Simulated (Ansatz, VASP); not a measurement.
## SnO in VASP and in Ansatz

INCAR

```
  ALGO = Normal
  EDIFF = 1E-6
  ENCUT = 520
  GGA = PE
  ISIF = 2
  ISMEAR = 0
  LASPH = True
  LCHARG = False
  LREAL = False
  LWAVE = False
  NBANDS = 28
  NELM = 60
  PREC = Accurate
  SIGMA = 0.01
```

KPOINTS

```
k-points
0
Gamma
  10 10 8
```

The input POSCAR:

```
SnO
1.0
    4.1003585939      0.0000000000      0.0000000000
    0.0000000000      4.1003585939      0.0000000000
    0.0000000000      0.0000000000      4.8594688830
Sn O
2 2
Direct
    0.0000000000      0.5000000000      0.2210532920
    0.5000000000      0.0000000000      0.7789467080
    0.5000000000      0.5000000000      0.0000000000
    0.0000000000      0.0000000000      0.0000000000
```

Input for Ansatz:

```yaml
crystal:
  lattice:
    - [4.1003585939, 0.0, 0.0]
    - [0.0, 4.1003585939, 0.0]
    - [0.0, 0.0, 4.859468883]
  atoms:
    - { symbol: Sn, position: [0.0, 0.5, 0.221053292] }
    - { symbol: Sn, position: [0.5, 0.0, 0.778946708] }
    - { symbol: O, position: [0.5, 0.5, 0.0] }
    - { symbol: O, position: [0.0, 0.0, 0.0] }
basis:
  ecutwfc: 420
kpoints:
  mp_grid: { grid: [10, 10, 8] }
  band_path: { path: [VBM, CBM], npoints: 2 }
hamiltonian:
  xc: pbe
scf:
  occupations: { method: gaussian, width: 0.01 }
output:
  forces: true
  stress: true
  eigenvalues: true
checkpoint:
  read: start.run
  write: ck
  compress: false
  write_wavefunctions: false
  write_every: 100000
```

Alike in both runs: task single point; functional PBE; k mesh 10 × 10 × 8; occupations gaussian, width 0.01 eV; no spin polarisation.

```csv
,VASP,Ansatz
version,VASP 6.6.1,Ansatz 0.2.0
potentials or method,"VASP PAW PBE potentials, release 64 (Sn_d, O), cutoff 520 eV","scalar-relativistic, plane waves, PAW"
valence electrons in the cell,40,40
```

|  | VASP | Ansatz | Ansatz less VASP |
| --- | --- | --- | --- |
| gap on the k mesh at the Fermi level (eV) | 1.15 | 1.15 | +0.001 |
| least direct gap on the mesh (eV) | 1.74 | 1.78 | +0.037 |
| pressure (GPa) | -4.6 | -4.7 | -0.13 |
| traceless stress, the component that is largest in VASP (GPa) | 4.63 | 4.68 | +0.048 |
| rms of the force components (eV/Å) | 0.024 | 0.000 | -0.0239 |

Atom by atom the forces differ by 0.024 eV/Å (rms over components).
